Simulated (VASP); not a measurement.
GaN (wurtzite type), 4 atoms in the cell. The structure is hexagonal, space group P6_3mc (No. 186). The conventional cell has a = 2.511 Å, b = 2.511 Å, c = 4.735 Å, α = 90.00°, β = 90.00°, γ = 120.00°. Ga (site symmetry 3m) has 4 N at 1.59 to 1.64 Å within 2.1 Å. Within 2.1 Å of N (site symmetry 3m) lie 4 Ga at 1.59 to 1.64 Å.  This cell differs from its parent crystal: volume scaled by 0.55.

| Property | Result |
| --- | --- |
| Program | VASP 6.6.1 |
| Task | single point |
| Functional | PBE |
| Potentials or basis | VASP PAW PBE potentials, release 64 (Ga_d, N) |
| Cutoff | 520 eV |
| k mesh | 13 × 13 × 7 |
| Occupations | fermi-dirac, width 0.1 eV |
| Spin | no spin polarisation |
| Dipole correction | no |
| Further INCAR settings | ALGO = Normal; EDIFF = 1e-07; NBANDS = 26 |

Potentials or basis: VASP PAW PBE potentials, release 64 (Ga_d, N).

The run is started by

```bash
$ cat potpaw_PBE.64/Ga_d/POTCAR potpaw_PBE.64/N/POTCAR > POTCAR
$ mpirun -np 1 vasp_std > vasp.out
```

Hardware: 1 thread of Intel(R) Xeon(R) 6975P-C (Granite Rapids) (shared host).

Question: How long does it take, and how much memory?

Answer: It took 38 s on 1 thread of Intel(R) Xeon(R) 6975P-C (Granite Rapids), on a shared host, peak memory 0.17 GiB. Counts: scf iterations 20, k points 84.
